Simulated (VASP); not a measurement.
Here is a VASP 6.6.1 calculation.

The input INCAR:

```
ALGO     = Normal         # electronic algorithm
EDIFF    = 1E-7           # SCF threshold, eV
EDIFFG   = -0.005         # ionic threshold
ENCUT    = 600            # plane-wave cutoff, eV
GGA      = PE             # functional
IBRION   = 2              # ionic algorithm
ISIF     = 3              # what is computed and relaxed
ISMEAR   = 0              # smearing method
LASPH    = T              # aspherical terms in the spheres
LCHARG   = F              # write CHGCAR
LREAL    = F              # projectors in reciprocal space
LWAVE    = F              # write WAVECAR
NELM     = 100            # most SCF steps
NSW      = 100            # ionic steps
PREC     = Accurate       # precision mode
SIGMA    = 0.1            # smearing width, eV
```

KPOINTS

```
k-points
0
Gamma
  20 20 20
```

POSCAR

```
Cr
1.0
   -1.4248462176      1.4248462176      1.4248462176
    1.4248462176     -1.4248462176      1.4248462176
    1.4248462176      1.4248462176     -1.4248462176
Cr
1
Direct
    0.0000000000      0.0000000000      0.0000000000
```

Potentials or basis: VASP PAW PBE potentials, release 64 (Cr_pv).

The run is started by

```sh
$ cat potpaw_PBE.64/Cr_pv/POTCAR > POTCAR
$ mpirun -np 1 vasp_std > vasp.out
```

Q: Predict the band gap on the k mesh.

A: Zero (band 6 reaches 13.46 eV, above the bottom of band 7 at 10.09 eV).

Q: What does it give for the relaxed volume?

A: 11.52 Å³/atom.

The path:
```tsv
step	energy change (eV)	largest force (eV/Å)	pressure (GPa)	volume (Å³)
1	0.0000	0.0000	-1.07	11.57
2	0.0003	0.0000	1.87	11.44
3	-0.0002	0.0000	0.01	11.52
```

Caveat: the run has no spin polarisation, though such a crystal can be magnetic. Spin polarisation is off, so any magnetic state and its effect on volume and gap are missing.
